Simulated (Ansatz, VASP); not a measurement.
**MgS: VASP beside Ansatz**

The input INCAR:

```
SYSTEM = MgS
ALGO = Normal
EDIFF = 1E-6
ENCUT = 520
GGA = PE
ISIF = 2
ISMEAR = -1
LASPH = .True.
LCHARG = .True.
LELF = .True.
LREAL = .False.
LVHAR = .True.
LWAVE = .False.
NBANDS = 11
NELM = 60
PREC = Accurate
SIGMA = 0.02
```

File KPOINTS:

```
k-points
0
Gamma
  8 8 8
  0 0 0
```

POSCAR

```
MgS
1.0
    0.0000000000      2.8308747665      2.8308747665
    2.8308747665      0.0000000000      2.8308747665
    2.8308747665      2.8308747665      0.0000000000
Mg S
1 1
Direct
    0.0000000000      0.0000000000      0.0000000000
    0.7500000000      0.7500000000      0.7500000000
```

Input for Ansatz:

```yaml
crystal:
  lattice:
    - [0.0, 2.8308747665, 2.8308747665]
    - [2.8308747665, 0.0, 2.8308747665]
    - [2.8308747665, 2.8308747665, 0.0]
  atoms:
    - { symbol: Mg, position: [0.0, 0.0, 0.0] }
    - { symbol: S, position: [0.75, 0.75, 0.75] }
kpoints:
  mp_grid: { grid: [8, 8, 8] }
  band_path:
    path:
      - [0.0, 0.0, 0.0]
      - [-0.5, -0.5, 0.0]
      - [-0.375, -0.375, 0.25]
      - [-0.375, 0.0, 0.375]
      - [0.0, 0.0, 0.5]
      - [-0.5, -0.25, 0.25]
    npoints: 1
hamiltonian:
  xc: pbe
scf:
  occupations: { method: fermi_dirac, width: 0.02 }
  n_extra_bands: 4
output:
  forces: true
  stress: true
  eigenvalues: true
```

Alike in both runs: task single point; functional PBE; k mesh 8 × 8 × 8; occupations fermi-dirac, width 0.02 eV; no spin polarisation.

```csv
,VASP,Ansatz
version,VASP 6.6.1,Ansatz 0.2.0
potentials or method,"VASP PAW PBE potentials, release 64 (Mg, S)","plane waves, PAW"
plane-wave cutoff (eV),520,420
valence electrons in the cell,8,16
```

|  | VASP | Ansatz | Ansatz less VASP |
| --- | --- | --- | --- |
| gap on the k mesh at the Fermi level (eV) | 3.46 | 3.47 | +0.008 |
| pressure (GPa) | 0.9 | 1.1 | +0.15 |

VASP's potentials hold 8 valence electrons a cell and Ansatz's 16, so a difference there can come from the potentials and not from the codes.
